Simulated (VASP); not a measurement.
Write the native input for VASP 6.6.1 that does the following.

| Property | Result |
| --- | --- |
| Task | single point |
| Functional | PBEsol |
| Potentials or basis | VASP PAW PBE potentials, release 64 (In_d, Ga_d, As, P) |
| Cutoff | 500 eV |
| k mesh | 1 × 1 × 1, shifted |
| Occupations | fermi-dirac, width 0.05 eV |
| Spin | no spin polarisation |
| Dipole correction | no |
| Further INCAR settings | LREAL = Auto; ALGO = Normal; EDIFF = 1e-06; NBANDS = 326; ISYM = -1 |

The structure of In9Ga7As7P9 lies in POSCAR:

```
In9Ga7As7P9
1.0
   11.5493970652      0.0000000000      0.0000000000
    0.0000000000     11.5493970652      0.0000000000
    0.0000000000      0.0000000000     11.5493970652
In Ga As P
18 14 14 18
Direct
    0.9938940000      0.0070500000      0.9931400000
    0.9990360000      0.4982240000      0.9939990000
    0.5065620000      0.0056680000      0.9935590000
    0.4982310000      0.0049390000      0.4993610000
    0.2553490000      0.7411130000      0.0035370000
    0.2446720000      0.7440340000      0.4970670000
    0.7532210000      0.2577920000      0.5101550000
    0.7505640000      0.7492220000      0.5089410000
    0.2494860000      0.0035040000      0.2595750000
    0.2484430000      0.0146250000      0.7492160000
    0.2519400000      0.4922030000      0.7465400000
    0.7478160000      0.0002900000      0.2434160000
    0.7431100000      0.5005540000      0.2505120000
    0.0060000000      0.2538930000      0.2518690000
    0.0064590000      0.7476640000      0.2533210000
    0.9917070000      0.7476140000      0.7454430000
    0.4957560000      0.2568290000      0.2464940000
    0.5101930000      0.7417010000      0.7544410000
    0.0012510000      0.0034330000      0.5086640000
    0.0040550000      0.4943520000      0.5106240000
    0.4948910000      0.4954160000      0.9980810000
    0.5009100000      0.4920650000      0.5029310000
    0.2545030000      0.2579940000      0.9919120000
    0.2511770000      0.2520630000      0.5052420000
    0.7464380000      0.2465110000      0.9884300000
    0.7462000000      0.7459350000      0.9880490000
    0.2541220000      0.4958680000      0.2447910000
    0.7559870000      0.0021860000      0.7536200000
    0.7507510000      0.4971010000      0.7487200000
    0.9979170000      0.2513390000      0.7478300000
    0.4958150000      0.2547260000      0.7505140000
    0.5001730000      0.7424170000      0.2468060000
    0.1358080000      0.1327150000      0.1147730000
    0.6247280000      0.1260850000      0.6413150000
    0.6171640000      0.6280390000      0.1124170000
    0.3828730000      0.8736490000      0.1319930000
    0.3742930000      0.8713750000      0.6290680000
    0.8646150000      0.3659630000      0.1165120000
    0.8697750000      0.8626050000      0.1139440000
    0.3815560000      0.6138560000      0.3692060000
    0.8797170000      0.1204290000      0.3819540000
    0.8829960000      0.6146580000      0.3859200000
    0.1356650000      0.3830390000      0.3840640000
    0.1265500000      0.8724270000      0.8733530000
    0.6224680000      0.3757750000      0.8724310000
    0.6178050000      0.8663610000      0.3685790000
    0.1172990000      0.1364280000      0.6195270000
    0.1307990000      0.6137480000      0.1306910000
    0.1187370000      0.6164970000      0.6230970000
    0.6304190000      0.1362910000      0.1173740000
    0.6260440000      0.6065040000      0.6246820000
    0.3677790000      0.3805080000      0.1147700000
    0.3812690000      0.3668890000      0.6192580000
    0.8839750000      0.3829190000      0.6366330000
    0.8743090000      0.8906040000      0.6272480000
    0.3691960000      0.1370540000      0.3826130000
    0.3771380000      0.1421090000      0.8742630000
    0.3808970000      0.6136350000      0.8775790000
    0.8688640000      0.1339350000      0.8640510000
    0.8608600000      0.6218700000      0.8701360000
    0.1236170000      0.3621410000      0.8702180000
    0.1165160000      0.8835430000      0.3861710000
    0.6189590000      0.3778710000      0.3825730000
    0.6404210000      0.8769910000      0.8710920000
```

One way to write it, as run:

INCAR

```
PREC = Accurate ; ENCUT = 500
EDIFF = 1E-6 ; ISMEAR = -1
SIGMA = 0.05 ; LREAL = Auto
LASPH = T ; NELM = 120
ALGO = Normal ; ISIF = 2
LWAVE = F ; LCHARG = F
GGA = PS ; ISYM = -1
NBANDS = 326 ; GGA_COMPAT = F
```

KPOINTS

```
explicit points
1
Reciprocal
  0.25000000   0.25000000   0.25000000 1
```

Potentials or basis: VASP PAW PBE potentials, release 64 (In_d, Ga_d, As, P).

Launch:

```console
$ cat potpaw_PBE.64/In_d/POTCAR potpaw_PBE.64/Ga_d/POTCAR potpaw_PBE.64/As/POTCAR potpaw_PBE.64/P/POTCAR > POTCAR
$ mpirun -np 1 vasp_std > vasp.out
```

Results of the run:

| Property | Result |
| --- | --- |
| Pressure | 0.0 GPa |
| Largest force | 0.021 eV/Å |
| Band gap on the k mesh | 1.34 eV |

Caveat: the PAW data sets were made with another functional, which shifts forces and pressure a little; spin-orbit coupling is left out, which moves the levels of the heavy elements; a shifted mesh leaves out Γ, where band edges can lie.

It took 24 min on 1 thread of AMD EPYC 7R43 64-Core Processor (Zen 3) (shared host), peak memory 1.3 GiB.
